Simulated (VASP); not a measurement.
# Rb (Fd-3m) in VASP: further runs

Runs on Rb. Level: r2SCAN. Tasks: single point.

Everything below comes from runs of VASP 6.6.1. Logs are shortened: lines on timing, memory, paths and dates and some standing lists are left out, and cuts for length are marked.

### 1 The cell of the first run

Symmetry: Fd-3m, No. 227, cubic system. The conventional cell has a = 9.994 Å, b = 9.994 Å, c = 9.994 Å, α = 90.00°, β = 90.00°, γ = 90.00°. Rb (site symmetry -43m) has 4 Rb at 4.33 Å within 5.7 Å.

### 2 Single point, r2SCAN (volume scaled by 0.88)

POSCAR reads:

```
Rb
1.0
    0.0000000000      4.9969614481      4.9969614481
    4.9969614481      0.0000000000      4.9969614481
    4.9969614481      4.9969614481      0.0000000000
Rb
2
Direct
    0.1250000000      0.1250000000      0.1250000000
    0.8750000000      0.8750000000      0.8750000000
```

INCAR.step1 reads:

```
SYSTEM = Rb
PREC = Accurate ; ENCUT = 520
ISMEAR = -1 ; SIGMA = 0.1
LREAL = .False. ; LASPH = .True.
NELM = 60 ; NBANDS = 16
GGA = PE ; ALGO = Normal
EDIFF = 1E-4 ; LWAVE = .True.
LCHARG = .False.
```

INCAR.step2 reads:

```
SYSTEM = Rb
PREC = Accurate ; ENCUT = 520
EDIFF = 1E-6 ; ISMEAR = -1
SIGMA = 0.1 ; LREAL = .False.
LASPH = .True. ; NELM = 60
ALGO = Normal ; ISIF = 2
LWAVE = .False. ; LCHARG = .False.
METAGGA = R2SCAN ; LMIXTAU = .True.
NBANDS = 16 ; ISTART = 1
```

KPOINTS reads:

```
Automatic mesh
0
Gamma
  6 6 6
  0 0 0
```

Potentials or basis: VASP PAW PBE potentials, release 64 (Rb_sv).

Launch:

```
$ cat potpaw_PBE.64/Rb_sv/POTCAR > POTCAR
$ cp INCAR.step1 INCAR
$ mpirun -np 1 vasp_std > vasp.out
$ cp INCAR.step2 INCAR
$ mpirun -np 1 vasp_std > vasp.out
```

OUTCAR:

```text
SYSTEM = Rb
   PREC = Accurate
   ENCUT = 520
   EDIFF = 1E-6
   ISMEAR = -1
   LREAL = .False.
   LASPH = .True.
   NELM = 60
   ISIF = 2
   METAGGA = R2SCAN
   ISTART = 1

 ion  position               nearest neighbor table
   1  0.125  0.125  0.125-   2 4.33   2 4.33   2 4.33   2 4.33
   2  0.875  0.875  0.875-   1 4.33   1 4.33   1 4.33   1 4.33

  LATTYP: Found a face centered cubic cell.
 ALAT       =     9.9939228962

  Lattice vectors:

 A1 = (   0.0000000000,   4.9969614481,   4.9969614481)
 A2 = (   4.9969614481,   0.0000000000,   4.9969614481)
 A3 = (   4.9969614481,   4.9969614481,   0.0000000000)

Analysis of symmetry for initial positions (statically):
=====================================================================
 Subroutine PRICEL returns:
 Original cell was already a primitive cell.

 Routine SETGRP: Setting up the symmetry group for a
 face centered cubic supercell.

 Subroutine GETGRP returns: Found 48 space group operations
 (whereof 12 operations were pure point group operations)
 out of a pool of 48 trial point group operations.

The static configuration has the point symmetry D_3d.
 The point group associated with its full space group is O_h .

Analysis of symmetry for dynamics (positions and initial velocities):
=====================================================================
 Subroutine PRICEL returns:
 Original cell was already a primitive cell.

 Routine SETGRP: Setting up the symmetry group for a
 face centered cubic supercell.

 Subroutine GETGRP returns: Found 48 space group operations
 (whereof 12 operations were pure point group operations)
 out of a pool of 48 trial point group operations.

The dynamic configuration has the point symmetry D_3d.
 The point group associated with its full space group is O_h .

 Subroutine INISYM returns: Found 48 space group operations
 (whereof 12 operations are pure point group operations),
 and found     1 'primitive' translations

----------------------------------------------------------------------------------------

                                     Primitive cell

  volume of cell :     249.5445

  direct lattice vectors                    reciprocal lattice vectors
     0.000000000  4.996961448  4.996961448    -0.100060808  0.100060808  0.100060808
     4.996961448  0.000000000  4.996961448     0.100060808 -0.100060808  0.100060808
     4.996961448  4.996961448  0.000000000     0.100060808  0.100060808 -0.100060808

  length of vectors
     7.066770651  7.066770651  7.066770651     0.173310403  0.173310403  0.173310403

  position of ions in fractional coordinates (direct lattice)
     0.125000000  0.125000000  0.125000000
     0.875000000  0.875000000  0.875000000

  ion indices of the primitive-cell ions
   primitive index   ion index
                 1           1
                 2           2

----------------------------------------------------------------------------------------

 KPOINTS: Automatic mesh

Automatic generation of k-mesh.
 Grid dimensions read from file:
 generate k-points for:    6    6    6

 Generating k-lattice:

  Cartesian coordinates                     Fractional coordinates (reciprocal lattice)
    -0.016676801  0.016676801  0.016676801     0.166666667  0.000000000  0.000000000
     0.016676801 -0.016676801  0.016676801     0.000000000  0.166666667  0.000000000
     0.016676801  0.016676801 -0.016676801     0.000000000  0.000000000  0.166666667

  Length of vectors
     0.028885067  0.028885067  0.028885067

  Shift w.r.t. Gamma in fractional coordinates (k-lattice)
     0.000000000  0.000000000  0.000000000

 Subroutine IBZKPT returns following result:
 ===========================================

 Found     16 irreducible k-points:

 Following reciprocal coordinates:
            Coordinates               Weight
  0.000000  0.000000  0.000000      1.000000
  0.166667  0.000000  0.000000      8.000000
  0.333333  0.000000  0.000000      8.000000
  0.500000  0.000000  0.000000      4.000000
  0.166667  0.166667  0.000000      6.000000
  0.333333  0.166667  0.000000     24.000000
[... 8 lines left out ...]
 -0.333333  0.333333  0.166667     24.000000
 -0.333333  0.500000  0.166667     12.000000
   k-points           NKPTS =     16   k-points in BZ     NKDIM =     16   number of bands    NBANDS=     16
   number of dos      NEDOS =    301   number of ions     NIONS =      2
   total plane-waves  NPLWV = 157464
   dimension x,y,z NGX =    54 NGY =   54 NGZ =   54
   dimension x,y,z NGXF=   108 NGYF=  108 NGZF=  108
   ions per type =               2
   NGX,Y,Z   is equivalent  to a cutoff of  12.70, 12.70, 12.70 a.u.
   NGXF,Y,Z  is equivalent  to a cutoff of  25.41, 25.41, 25.41 a.u.
 SYSTEM =  Rb
   PREC   = accura    normal or accurate (medium, high low for compatibility)
   ISTART =      1    job   : 0-new  1-cont  2-samecut
   ICHARG =      0    charge: 1-file 2-atom 10-const
   ISPIN  =      1    spin polarized calculation?
   LNONCOLLINEAR =      F non collinear calculations
   LSORBIT =      F    spin-orbit coupling
   LASPH  =      T    aspherical Exc in radial PAW
   ENCUT  =  520.0 eV  38.22 Ry    6.18 a.u.  13.14 13.14 13.14*2*pi/ulx,y,z
   NELM   =     60;   NELMIN=  2; NELMDL=  0     # of ELM steps
   EDIFF  = 0.1E-05   stopping-criterion for ELM
   LREAL  =      F    real-space projection
   EDIFFG = 0.1E-04   stopping-criterion for IOM
   NSW    =      0    number of steps for IOM
   IBRION =     -1    ionic relax: 0-MD 1-quasi-New 2-CG
   NFREE  =      0    steps in history (QN), initial steepest desc. (CG)
   ISIF   =      2    stress and relaxation
   ISYM   =      2    0-nonsym 1-usesym 2-fastsym
   POTIM  = 0.5000    time-step for ionic-motion
   TEBEG  =    0.0;   TEEND  =   0.0 temperature during run
   PSTRESS=    0.0 pullay stress
   NELECT =      18.0000    total number of electrons
   NUPDOWN=      -1.0000    fix difference up-down
   EMIN   =  10.00;   EMAX   =-10.00  energy-range for DOS
   EFERMI =   0.00;   METHOD = LEGACY
   ISMEAR =    -1;   SIGMA  =   0.10  broadening in eV -4-tet -1-fermi 0-gaus
   EFERMI_NEDOS =   21; number of points for ismear=-14 and -15
   IALGO  =     38    algorithm
   IMIX   =      4    mixing-type and parameters
     AMIX     =   0.40;   BMIX     =  1.00
     AMIX_MAG =   1.60;   BMIX_MAG =  1.00
  volume/ion in A,a.u.               =     124.77       842.00
  Fermi-wavevector in a.u.,A,eV,Ry     =   0.681475  1.287800  6.318649  0.464408
  Thomas-Fermi vector in A             =   1.760268
   LORBIT       =      0    0 simple, 1 ext, 2 COOP (PROOUT), +10 PAW based schemes
   METAGGA = R2SCAN    functional components
   LHFCALC =     F    Hartree Fock is set to
   AEXX    =    0.0000 exact exchange contribution
   IVDW    =     0    specifies the selected vdW correction
   LEPSILON=     F    determine dielectric tensor
   LRPA    =     F    only Hartree local field effects (RPA)
 non-spin polarized calculation
  energy-cutoff  :      520.00
  volume of cell :      249.54
 maximum number of plane-waves:      6754
 NGX is ok and might be reduce to    54
   NGX = 27   NGY = 27   NGZ = 27

 number of electron      18.0000000 magnetization

 Free energy of the ion-electron system (eV)
  ---------------------------------------------------
  ext. energy  EPLUGINS =         0.00000000
  ---------------------------------------------------
  free energy    TOTEN  =       -27.23690482 eV

  energy without entropy =      -27.17663182  energy(sigma->0) =      -27.20676832

 E-fermi :  -0.4409     XC(G=0):  -4.9120

 val. band max:       -0.5940657809   @ k =  -0.3333   0.3333   0.1667
 cond. band min:      -0.4035859588   @ k =   0.5000   0.5000   0.0000
 fundamental gap:      0.1904798221
 Fermi energy:        -0.4408688573

 k-point     1 :       0.0000    0.0000    0.0000
  band No.  band energies     occupation
      1     -31.0782      2.00000
      2     -31.0577      2.00000
      3     -14.6517      2.00000
      4     -14.6517      2.00000
      5     -14.6516      2.00000
      6     -14.5475      2.00000
[... 8 lines left out ...]
     15       2.1505      0.00000
     16       2.1505      0.00000

 k-point     2 :       0.1667    0.0000    0.0000
  band No.  band energies     occupation
      1     -31.0772      2.00000
      2     -31.0587      2.00000
      3     -14.6548      2.00000
      4     -14.6548      2.00000
      5     -14.6513      2.00000
      6     -14.5487      2.00000
[... 8 lines left out ...]
     15       2.0723      0.00000
     16       2.2946      0.00000

 k-point     3 :       0.3333    0.0000    0.0000
  band No.  band energies     occupation
      1     -31.0747      2.00000
      2     -31.0612      2.00000
      3     -14.6606      2.00000
      4     -14.6606      2.00000
      5     -14.6509      2.00000
      6     -14.5509      2.00000
[... 8 lines left out ...]
     15       2.1395      0.00000
     16       2.5520      0.00000

 k-point     4 :       0.5000    0.0000    0.0000
  band No.  band energies     occupation
      1     -31.0731      2.00000
      2     -31.0628      2.00000
      3     -14.6633      2.00000
      4     -14.6633      2.00000
      5     -14.6507      2.00000
      6     -14.5519      2.00000
[... 8 lines left out ...]
     15       2.1637      0.00000
     16       2.7179      0.00000
[... 172 lines left out ...]
 k-point    14 :       0.5000    0.3333    0.1667
  band No.  band energies     occupation
      1     -31.0724      2.00000
      2     -31.0635      2.00000
      3     -14.6733      2.00000
      4     -14.6680      2.00000
      5     -14.6282      2.00000
      6     -14.5735      2.00000
[... 8 lines left out ...]
     15       2.3096      0.00000
     16       2.6653      0.00000

 k-point    15 :      -0.3333    0.3333    0.1667
  band No.  band energies     occupation
      1     -31.0705      2.00000
      2     -31.0654      2.00000
      3     -14.6762      2.00000
      4     -14.6706      2.00000
      5     -14.6205      2.00000
      6     -14.5814      2.00000
[... 8 lines left out ...]
     15       2.4249      0.00000
     16       2.5954      0.00000

 k-point    16 :      -0.3333    0.5000    0.1667
  band No.  band energies     occupation
      1     -31.0679      2.00000
      2     -31.0679      2.00000
      3     -14.6754      2.00000
      4     -14.6754      2.00000
      5     -14.6011      2.00000
      6     -14.6011      2.00000
[... 8 lines left out ...]
     15       2.5766      0.00000
     16       2.5766      0.00000

------------------------ aborting loop because EDIFF is reached ----------------------------------------

  FORCE on cell =-STRESS in cart. coord.  units (eV):
  Direction    XX          YY          ZZ          XY          YZ          ZX
  --------------------------------------------------------------------------------------
  -------------------------------------------------------------------------------------
  Total        0.1803151      0.1803151      0.1803151     -0.0000000      0.0000000     -0.0000000
  in kB        1.1576967      1.1576967      1.1576967     -0.0000000      0.0000000     -0.0000000
  external PRESSURE =       1.1576967 kB  Pullay stress =       0.0000000 kB

 VOLUME and BASIS-vectors are now :
 -----------------------------------------------------------------------------
  energy-cutoff  :      520.00
  volume of cell :      249.54
      direct lattice vectors                 reciprocal lattice vectors
     0.000000000  4.996961448  4.996961448    -0.100060808  0.100060808  0.100060808
     4.996961448  0.000000000  4.996961448     0.100060808 -0.100060808  0.100060808
     4.996961448  4.996961448  0.000000000     0.100060808  0.100060808 -0.100060808

 POSITION                                       TOTAL-FORCE (eV/Angst)
 -----------------------------------------------------------------------------------
      1.24924      1.24924      1.24924        -0.000000      0.000000     -0.000000
      8.74468      8.74468      8.74468         0.000000     -0.000000      0.000000
 -----------------------------------------------------------------------------------
    total drift:                               -0.000000      0.000000     -0.000000

  FREE ENERGIE OF THE ION-ELECTRON SYSTEM (eV)
  ---------------------------------------------------
  free  energy   TOTEN  =       -27.2369048247 eV

  energy  without entropy=      -27.1766318169  energy(sigma->0) =      -27.20676832
```

Run time: 4 min. Hardware: 1 thread of AMD EPYC 9R45 (Zen 5), shared host; peak memory 0.4 GiB.

What came out:

```yaml
Free_energy: -27.2369 eV
Pressure: 0.1 GPa
Band_gap_on_the_k_mesh: zero (band 9 reaches -0.24 eV, above the bottom of band 10 at -0.60 eV)
```

Levels at points of the mesh, in eV from the Fermi level:
| k point | band 6 | band 7 | band 8 | band 9 | band 10 | band 11 | band 12 | band 13 |
| --- | --- | --- | --- | --- | --- | --- | --- | --- |
| (0.00, 0.00, 0.00) | -14.11 | -14.11 | -14.11 | -1.77 | 2.27 | 2.27 | 2.27 | 2.41 |
| (0.50, 0.00, 0.00) | -14.11 | -14.10 | -14.10 | -0.59 | -0.16 | 1.86 | 1.86 | 2.40 |
| (0.50, 0.50, 0.00) | -14.16 | -14.08 | -14.08 | 0.04 | 0.04 | 1.24 | 1.24 | 1.78 |

Caveat: the PAW data sets were made with another functional, which shifts forces and pressure a little.

### 3 Single point, r2SCAN (volume scaled by 0.92)

POSCAR reads:

```
Rb
1.0
    0.0000000000      5.0715539594      5.0715539594
    5.0715539594      0.0000000000      5.0715539594
    5.0715539594      5.0715539594      0.0000000000
Rb
2
Direct
    0.1250000000      0.1250000000      0.1250000000
    0.8750000000      0.8750000000      0.8750000000
```

INCAR.step1 reads:

```
SYSTEM = Rb
PREC = Accurate
ENCUT = 520
ISMEAR = -1
SIGMA = 0.1
LREAL = .FALSE.
LASPH = .TRUE.
NELM = 100
NBANDS = 16
GGA = PE
ALGO = Normal
EDIFF = 1E-4
LWAVE = .TRUE.
LCHARG = .FALSE.
```

INCAR.step2 reads:

```
SYSTEM = Rb
PREC = Accurate
ENCUT = 520
EDIFF = 1E-7
ISMEAR = -1
SIGMA = 0.1
LREAL = .FALSE.
LASPH = .TRUE.
NELM = 100
ALGO = Normal
ISIF = 2
LWAVE = .FALSE.
LCHARG = .FALSE.
METAGGA = R2SCAN
LMIXTAU = .TRUE.
NBANDS = 16
ISTART = 1
```

KPOINTS reads:

```
Automatic mesh
0
G
  6 6 6
  0 0 0
```

Potentials or basis: VASP PAW PBE potentials, release 64 (Rb_sv).

Launch:

```
$ cat potpaw_PBE.64/Rb_sv/POTCAR > POTCAR
$ cp INCAR.step1 INCAR
$ mpirun -np 1 vasp_std > vasp.out
$ cp INCAR.step2 INCAR
$ mpirun -np 1 vasp_std > vasp.out
```

It took 5 min on 1 thread of AMD EPYC 9R45 (Zen 5), shared host; peak memory 0.41 GiB.

Results (log left out):

```
Free energy            : -27.2436 eV
Pressure               : 0.1 GPa
Band gap on the k mesh : zero (band 9 reaches -0.33 eV, above the bottom of band 10 at -0.65 eV)
```

Levels at points of the mesh, in eV from the Fermi level:
```tsv
k point	band 5	band 6	band 7	band 8	band 9	band 10	band 11	band 12	band 13	band 14
(0.00, 0.00, 0.00)	-14.19	-14.10	-14.10	-14.10	-1.71	2.23	2.23	2.23	2.40	2.40
(0.50, 0.00, 0.00)	-14.19	-14.10	-14.09	-14.09	-0.59	-0.13	1.86	1.86	2.36	2.51
(0.50, 0.50, 0.00)	-14.15	-14.15	-14.08	-14.08	0.03	0.03	1.24	1.24	1.71	1.71
```

Caveat: the PAW data sets were made with another functional, which shifts forces and pressure a little.

(Part 1 of 2 ends here.)
